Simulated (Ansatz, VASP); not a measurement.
## One calculation of Ge, two programs

```xyz
1
Lattice="1.4393 -2.4942 0.0000 1.4393 2.4942 0.0000 0.0000 0.0000 2.6961" Properties=species:S:1:pos:R:3 pbc="T T T"
Ge    1.4393    0.0000    0.0000
```

Alike in both runs: functional PBE; k mesh 18 × 18 × 16; occupations gaussian, width 0.15 eV; no spin polarisation.

Ansatz relaxed the structure, and its values are those at the end. VASP's run is a single point on that final structure, the one shown.

|  | VASP | Ansatz |
| --- | --- | --- |
| version | VASP 6.6.1 | Ansatz 0.2.0 |
| potentials or method | VASP PAW PBE potentials, release 64 (Ge_d), cutoff 500 eV | plane waves, PAW |
| valence electrons in the cell | 14 | 14 |

Ansatz gave:

```
pressure (GPa) : 0.0
```

Task: What did VASP give for the same quantities?

Result: Pressure (GPa): -0.2.

The functional is the same, so the differences come from potentials, cutoffs and numerics.
